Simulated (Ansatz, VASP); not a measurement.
**InP: VASP beside Ansatz**

```
In P
1.0
     0.00000    2.74776    2.74776
     2.74776    0.00000    2.74776
     2.74776    2.74776    0.00000
In P
1 1
Direct
  0.00000 0.00000 0.00000
  0.50000 0.50000 0.50000
```

Alike in both runs: functional r2SCAN; k mesh 14 × 14 × 14; occupations fermi-dirac, width 0.05 eV; no spin polarisation.

Ansatz relaxed the structure, and its values are those at the end. VASP's run is a single point on that final structure, the one shown.

|  | VASP | Ansatz |
| --- | --- | --- |
| version | VASP 6.6.1 | Ansatz 0.2.0 |
| potentials or method | VASP PAW PBE potentials, release 64 (In_d, P) | PAW with Ansatz's default frozen-core files, scalar-relativistic |
| plane-wave cutoff (eV) | 520 | 500 |
| valence electrons in the cell | 18 | 18 |

|  | VASP | Ansatz | Ansatz less VASP |
| --- | --- | --- | --- |
| pressure (GPa) | 0.0 | 0.0 | -0.03 |

VASP's potentials were made for PBE, not for r2SCAN.
